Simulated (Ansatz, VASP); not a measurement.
Two plane-wave programs on Hf3Br

Contents of INCAR:

```
  PREC = Accurate
  ENCUT = 600
  EDIFF = 1E-7
  ISMEAR = 0
  SIGMA = 0.1
  LREAL = F
  LASPH = T
  NELM = 100
  ALGO = Normal
  ISIF = 3
  LWAVE = F
  LCHARG = F
  GGA = PE
  IBRION = 2
  NSW = 90
  EDIFFG = -0.04
```

KPOINTS

```
regular mesh
0
Gamma
  4 4 4
```

The input POSCAR:

```
Hf3Br
1.0
   -2.8937548300      2.8937548300      2.8937548300
    2.8937548300     -2.8937548300      2.8937548300
    2.8937548300      2.8937548300     -2.8937548300
Hf Br
3 1
Direct
    0.0000000000      0.5000000000      0.5000000000
    0.5000000000      0.0000000000      0.5000000000
    0.5000000000      0.5000000000      0.0000000000
    0.0000000000      0.0000000000      0.0000000000
```

Input for Ansatz:

```yaml
crystal:
  lattice:
    - [-2.89375483, 2.89375483, 2.89375483]
    - [2.89375483, -2.89375483, 2.89375483]
    - [2.89375483, 2.89375483, -2.89375483]
  atoms:
    - { symbol: Hf, position: [0.0, 0.5, 0.5] }
    - { symbol: Hf, position: [0.5, 0.0, 0.5] }
    - { symbol: Hf, position: [0.5, 0.5, 0.0] }
    - { symbol: Br, position: [0.0, 0.0, 0.0] }
basis:
  ecutwfc: 420
kpoints:
  mp_grid: { grid: [4, 4, 4] }
hamiltonian:
  xc: pbe
scf:
  occupations: { method: gaussian, width: 0.1 }
  lower_state_search: "off"
output:
  forces: true
  stress: true
  eigenvalues: true
relax:
  adjacent_minimum: "off"
  f_tol: 0.04
  max_steps: 70
  cell: { stress_tol: 0.4 }
```

Alike in both runs: task relaxation of cell and atoms; functional PBE; k mesh 4 × 4 × 4; occupations gaussian, width 0.1 eV; no spin polarisation.

|  | VASP | Ansatz |
| --- | --- | --- |
| version | VASP 6.6.1 | Ansatz 0.2.0 |
| potentials or method | VASP PAW PBE potentials, release 64 (Hf_pv, Br), cutoff 600 eV | scalar-relativistic, plane waves, PAW |
| valence electrons in the cell | 37 | 85 |

Ansatz gave:

* gap on the k mesh at the Fermi level, each at its own relaxed structure (eV): none
* relaxed volume (Å³/atom): 23.57
* relaxed cell length with the largest relative difference (Å): 4.966

What did VASP give for the same quantities?

gap on the k mesh at the Fermi level, each at its own relaxed structure (eV): none; relaxed volume (Å³/atom): 23.39; relaxed cell length with the largest relative difference (Å): 4.953.

A gap of «none» marks a metal or a gap that the smearing closes. VASP's potentials hold 37 valence electrons a cell and Ansatz's 85, so a difference there can come from the potentials and not from the codes.

The k mesh is coarse, so the values compare programs but aren't converged. Spin-orbit coupling is off throughout.
